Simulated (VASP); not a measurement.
# PbO (Amm2) in VASP: relaxation of cell and atoms with PBE

Aim: the relaxation of cell and atoms of PbO with PBE.

Program: VASP 6.6.1. These are calculated values, not measurements. Logs are shortened: lines on timing, memory, paths and dates and some standing lists are left out, and cuts for length are marked.

## 1. The cell of the first run

The structure is orthorhombic, space group Amm2 (No. 38). The conventional cell has a = 5.925 Å, b = 6.380 Å, c = 6.352 Å, α = 90.00°, β = 90.00°, γ = 90.00°. Pb (site symmetry mm2) has 4 Pb at 3.16 to 3.20 Å and 8 O at 3.34 to 4.23 Å within 4.3 Å. Within 2.8 Å of Pb (site symmetry mm2) lie 2 O at 2.11 Å. O (site symmetry m) has 1 O at 1.85 Å and 1 Pb at 2.11 Å within 2.4 Å.

The cell was generated, and may not be a known phase.

## 2. Relaxation of cell and atoms, PBE

The input, INCAR:

```
ALGO = Normal ; EDIFF = 1E-6
EDIFFG = -0.04 ; ENCUT = 600
GGA = PE ; IBRION = 2
ISIF = 3 ; ISMEAR = 0
LASPH = T ; LCHARG = F
LREAL = F ; LWAVE = F
NELM = 100 ; NSW = 90
PREC = Accurate ; SIGMA = 0.1
```

The input, KPOINTS:

```
k-points
0
Gamma
  4 4 4
```

The input, POSCAR:

```
PbO
1.0
    5.9252618060      0.0000000000      0.0000000000
    0.0000000000      3.1897799374      3.1761472686
    0.0000000000     -3.1897799374      3.1761472686
Pb O
2 2
Direct
    0.5000000000      0.2500000000      0.2500000000
    0.5000000000      0.7467459629      0.7467459629
    0.1557021989      0.8333333333      0.8333333333
    0.8442978011      0.8333333333      0.8333333333
```

Potentials or basis: VASP PAW PBE potentials, release 64 (Pb_d, O).

Started as:

```
$ cat potpaw_PBE.64/Pb_d/POTCAR potpaw_PBE.64/O/POTCAR > POTCAR
$ mpirun -np 1 vasp_std > vasp.out
```

OUTCAR:

```text
EDIFF = 1E-6
   EDIFFG = -0.04
   ENCUT = 600
   GGA = PE
   IBRION = 2
   ISIF = 3
   ISMEAR = 0
   LASPH = T
   LREAL = F
   NELM = 100
   NSW = 90
   PREC = Accurate

 ion  position               nearest neighbor table
   1  0.500  0.250  0.250-   2 3.16   2 3.19   2 3.19   2 3.20
   2  0.500  0.747  0.747-   3 2.11   4 2.11   1 3.16   1 3.19   1 3.19   1 3.20
   3  0.156  0.833  0.833-   4 1.85   2 2.11
   4  0.844  0.833  0.833-   3 1.85   2 2.11

  LATTYP: Found a base centered orthorhombic cell.
 ALAT       =     6.3522945372
 B/A-ratio  =     1.0042922030
 C/A-ratio  =     0.9327750424

  Lattice vectors:

 A1 = (   0.0000000000,   3.1897799374,   3.1761472686)
 A2 = (   0.0000000000,  -3.1897799374,   3.1761472686)
 A3 = (   5.9252618060,   0.0000000000,   0.0000000000)

Analysis of symmetry for initial positions (statically):
=====================================================================
 Subroutine PRICEL returns:
 Original cell was already a primitive cell.

 Routine SETGRP: Setting up the symmetry group for a
 base centered orthorhombic supercell.

 Subroutine GETGRP returns: Found  4 space group operations
 (whereof  4 operations were pure point group operations)
 out of a pool of  8 trial point group operations.

The static configuration has the point symmetry C_2v.

Analysis of symmetry for dynamics (positions and initial velocities):
=====================================================================
 Subroutine PRICEL returns:
 Original cell was already a primitive cell.

 Routine SETGRP: Setting up the symmetry group for a
 base centered orthorhombic supercell.

 Subroutine GETGRP returns: Found  4 space group operations
 (whereof  4 operations were pure point group operations)
 out of a pool of  8 trial point group operations.

The dynamic configuration has the point symmetry C_2v.

 Subroutine INISYM returns: Found  4 space group operations
 (whereof  4 operations are pure point group operations),
 and found     1 'primitive' translations

----------------------------------------------------------------------------------------

                                     Primitive cell

  volume of cell :     120.0602

  direct lattice vectors                    reciprocal lattice vectors
     5.925261806  0.000000000  0.000000000     0.168768914  0.000000000  0.000000000
     0.000000000  3.189779937  3.176147269     0.000000000  0.156750625  0.157423431
     0.000000000 -3.189779937  3.176147269     0.000000000 -0.156750625  0.157423431

  length of vectors
     5.925261806  4.501400618  4.501400618     0.168768914  0.222155115  0.222155115

  position of ions in fractional coordinates (direct lattice)
     0.500000000  0.250000000  0.250000000
     0.500000000  0.746745963  0.746745963
     0.155702199  0.833333333  0.833333333
     0.844297801  0.833333333  0.833333333

  ion indices of the primitive-cell ions
   primitive index   ion index
                 1           1
                 2           2
                 3           3
                 4           4

----------------------------------------------------------------------------------------

 KPOINTS: k-points

Automatic generation of k-mesh.
 Grid dimensions read from file:
 generate k-points for:    4    4    4

 Generating k-lattice:

  Cartesian coordinates                     Fractional coordinates (reciprocal lattice)
     0.042192228  0.000000000  0.000000000     0.250000000  0.000000000  0.000000000
     0.000000000  0.039187656  0.039355858     0.000000000  0.250000000 -0.000000000
     0.000000000 -0.039187656  0.039355858     0.000000000 -0.000000000  0.250000000

  Length of vectors
     0.042192228  0.055538779  0.055538779

  Shift w.r.t. Gamma in fractional coordinates (k-lattice)
     0.000000000  0.000000000  0.000000000

 Subroutine IBZKPT returns following result:
 ===========================================

 Found     21 irreducible k-points:

 Following reciprocal coordinates:
            Coordinates               Weight
  0.000000  0.000000  0.000000      1.000000
  0.250000  0.000000  0.000000      2.000000
  0.500000  0.000000  0.000000      1.000000
  0.000000  0.250000  0.000000      4.000000
  0.250000  0.250000  0.000000      8.000000
  0.500000  0.250000  0.000000      4.000000
[... 13 lines left out ...]
  0.250000  0.500000  0.500000      2.000000
  0.500000  0.500000  0.500000      1.000000
   k-points           NKPTS =     21   k-points in BZ     NKDIM =     21   number of bands    NBANDS=     24
   number of dos      NEDOS =    301   number of ions     NIONS =      4
   total plane-waves  NPLWV =  62208
   dimension x,y,z NGX =    48 NGY =   36 NGZ =   36
   dimension x,y,z NGXF=    96 NGYF=   72 NGZF=   72
   ions per type =               2   2
   NGX,Y,Z   is equivalent  to a cutoff of  13.47, 13.30, 13.30 a.u.
   NGXF,Y,Z  is equivalent  to a cutoff of  26.93, 26.59, 26.59 a.u.
 SYSTEM =  unknown system
   PREC   = accura    normal or accurate (medium, high low for compatibility)
   ISTART =      0    job   : 0-new  1-cont  2-samecut
   ICHARG =      2    charge: 1-file 2-atom 10-const
   ISPIN  =      1    spin polarized calculation?
   LNONCOLLINEAR =      F non collinear calculations
   LSORBIT =      F    spin-orbit coupling
   LASPH  =      T    aspherical Exc in radial PAW
   ENCUT  =  600.0 eV  44.10 Ry    6.64 a.u.  11.83  8.99  8.99*2*pi/ulx,y,z
   NELM   =    100;   NELMIN=  2; NELMDL= -5     # of ELM steps
   EDIFF  = 0.1E-05   stopping-criterion for ELM
   LREAL  =      F    real-space projection
   EDIFFG = -.4E-01   stopping-criterion for IOM
   NSW    =     90    number of steps for IOM
   IBRION =      2    ionic relax: 0-MD 1-quasi-New 2-CG
   NFREE  =      1    steps in history (QN), initial steepest desc. (CG)
   ISIF   =      3    stress and relaxation
   ISYM   =      2    0-nonsym 1-usesym 2-fastsym
   POTIM  = 0.5000    time-step for ionic-motion
   TEBEG  =    0.0;   TEEND  =   0.0 temperature during run
   PSTRESS=    0.0 pullay stress
   NELECT =      40.0000    total number of electrons
   NUPDOWN=      -1.0000    fix difference up-down
   EMIN   =  10.00;   EMAX   =-10.00  energy-range for DOS
   EFERMI =   0.00;   METHOD = LEGACY
   ISMEAR =     0;   SIGMA  =   0.10  broadening in eV -4-tet -1-fermi 0-gaus
   EFERMI_NEDOS =   21; number of points for ismear=-14 and -15
   IALGO  =     38    algorithm
   IMIX   =      4    mixing-type and parameters
     AMIX     =   0.40;   BMIX     =  1.00
     AMIX_MAG =   1.60;   BMIX_MAG =  1.00
  volume/ion in A,a.u.               =      30.02       202.55
  Fermi-wavevector in a.u.,A,eV,Ry     =   1.134911  2.144671 17.524621  1.288023
  Thomas-Fermi vector in A             =   2.271616
   LORBIT       =      0    0 simple, 1 ext, 2 COOP (PROOUT), +10 PAW based schemes
   GGA     = PE    functional components
   LHFCALC =     F    Hartree Fock is set to
   AEXX    =    0.0000 exact exchange contribution
   IVDW    =     0    specifies the selected vdW correction
   LEPSILON=     F    determine dielectric tensor
   LRPA    =     F    only Hartree local field effects (RPA)
 conjugate gradient relaxation of ions
 non-spin polarized calculation
 Gauss-broadening in eV      SIGMA  =   0.10
  energy-cutoff  :      600.00
  volume of cell :      120.06
 maximum number of plane-waves:      4028
 NGX is ok and might be reduce to    48
   NGX = 23   NGY = 17   NGZ = 17

--------------------------------------- Ionic step        1  -------------------------------------------

 number of electron      39.9999999 magnetization

 Free energy of the ion-electron system (eV)
  ---------------------------------------------------
  ext. energy  EPLUGINS =         0.00000000
  ---------------------------------------------------
  free energy    TOTEN  =       -15.07949653 eV

  energy without entropy =      -15.05072899  energy(sigma->0) =      -15.06511276

------------------------ aborting loop because EDIFF is reached ----------------------------------------

  FORCE on cell =-STRESS in cart. coord.  units (eV):
  Direction    XX          YY          ZZ          XY          YZ          ZX
  --------------------------------------------------------------------------------------
  -------------------------------------------------------------------------------------
  Total       -0.3459166      0.4066669      0.3832686      0.0000000      0.0000000      0.0000000
  in kB       -4.6161834      5.4268837      5.1146379      0.0000000      0.0000000      0.0000000
  external PRESSURE =       1.9751127 kB  Pullay stress =       0.0000000 kB
[... 95 lines left out ...]
  FREE ENERGIE OF THE ION-ELECTRON SYSTEM (eV)
  ---------------------------------------------------
  free  energy   TOTEN  =       -16.0456670486 eV

  energy  without entropy=      -16.0269342884  energy(sigma->0) =      -16.03630067

 E-fermi :   0.0492     XC(G=0):  -6.8384

 val. band max:        0.0476166690   @ k =   0.2500   0.0000   0.0000
 cond. band min:       0.0820835789   @ k =   0.5000   0.0000   0.0000
 fundamental gap:      0.0344669099
 Fermi energy:         0.0491560174

 k-point     1 :       0.0000    0.0000    0.0000
  band No.  band energies     occupation
      1     -17.3579      2.00000
      2     -17.3490      2.00000
      3     -15.9248      2.00000
      4     -15.9213      2.00000
      5     -15.8462      2.00000
      6     -15.7930      2.00000
[... 556 lines left out ...]
     23       4.2385      0.00000
     24       4.8335      0.00000

[... ionic steps 4 to 72 ...]

--------------------------------------- Ionic step       73  -------------------------------------------

 number of electron      39.9999979 magnetization

------------------------ aborting loop because EDIFF is reached ----------------------------------------

  FORCE on cell =-STRESS in cart. coord.  units (eV):
  Direction    XX          YY          ZZ          XY          YZ          ZX
  --------------------------------------------------------------------------------------
  -------------------------------------------------------------------------------------
  Total       -0.1382535      0.0507325      0.2090072      0.0000000      0.0000000      0.0000000
  in kB       -1.2198040      0.4476104      1.8440603      0.0000000      0.0000000      0.0000000
  external PRESSURE =       0.3572889 kB  Pullay stress =       0.0000000 kB
[... 61 lines left out ...]
  energy  without entropy=      -18.8742542201  energy(sigma->0) =      -18.87442860

--------------------------------------- Ionic step       75  -------------------------------------------

 number of electron      39.9999989 magnetization

 Free energy of the ion-electron system (eV)
  ---------------------------------------------------
  ext. energy  EPLUGINS =         0.00000000
  ---------------------------------------------------
  free energy    TOTEN  =       -18.87513671 eV

  energy without entropy =      -18.87476289  energy(sigma->0) =      -18.87494980

 E-fermi :  -1.1861     XC(G=0):  -5.7997

 val. band max:       -1.3517474545   @ k =   0.5000   0.0000   0.0000
 cond. band min:      -1.0195181198   @ k =   0.0000   0.0000   0.0000
 fundamental gap:      0.3322293347
 Fermi energy:        -1.1860708799

 k-point     1 :       0.0000    0.0000    0.0000
  band No.  band energies     occupation
      1     -18.7147      2.00000
      2     -18.6737      2.00000
      3     -17.2049      2.00000
      4     -17.2019      2.00000
      5     -17.2017      2.00000
      6     -17.1675      2.00000
[... 587 lines left out ...]
  FREE ENERGIE OF THE ION-ELECTRON SYSTEM (eV)
  ---------------------------------------------------
  free  energy   TOTEN  =       -18.8751367074 eV

  energy  without entropy=      -18.8747628874  energy(sigma->0) =      -18.87494980

 reached required accuracy - stopping structural energy minimisation
```

Run time: 32 min. Hardware: 1 thread of Intel Xeon Platinum 8488C (Sapphire Rapids), shared host; peak memory 0.29 GiB.

What came out:

* Free energy: -18.8751 eV
* Relaxed volume: 45.65 Å³/atom
* Relaxed cell: a = 6.716 Å, b = 5.219 Å, c = 5.219 Å, α = 86.65°, β = 90.00°, γ = 90.00°
* Space group after relaxing (to 0.1 Å): Cmmm (No. 65)
* Pressure after relaxing: 0.0 GPa
* Largest force after relaxing: 0.021 eV/Å
* Band gap on the k mesh: 0.33 eV (least direct gap 0.34 eV)

Forces in eV/Å, atoms in the order of the input:
```
Pb   0.000  0.000  0.015
Pb   0.000  0.000  0.021
O    0.005  0.000 -0.018
O   -0.005  0.000 -0.018
```

Final structure:
```cif
data_structure
_symmetry_space_group_name_H-M 'P 1'
_symmetry_Int_Tables_number 1
_cell_length_a 6.7162
_cell_length_b 5.2186
_cell_length_c 5.2186
_cell_angle_alpha 86.650
_cell_angle_beta 90.000
_cell_angle_gamma 90.000
_cell_volume 182.60
loop_
_atom_site_label
_atom_site_type_symbol
_atom_site_fract_x
_atom_site_fract_y
_atom_site_fract_z
_atom_site_occupancy
Pb1 Pb 0.50000 0.12626 0.12626 1
Pb2 Pb 0.50000 0.70526 0.70526 1
O1 O 0.28854 0.91595 0.91595 1
O2 O 0.71146 0.91595 0.91595 1
```

Caveat: the volume moved by over 15 % at a fixed basis, so the end points are rough; spin-orbit coupling is left out, which moves the levels of the heavy elements.
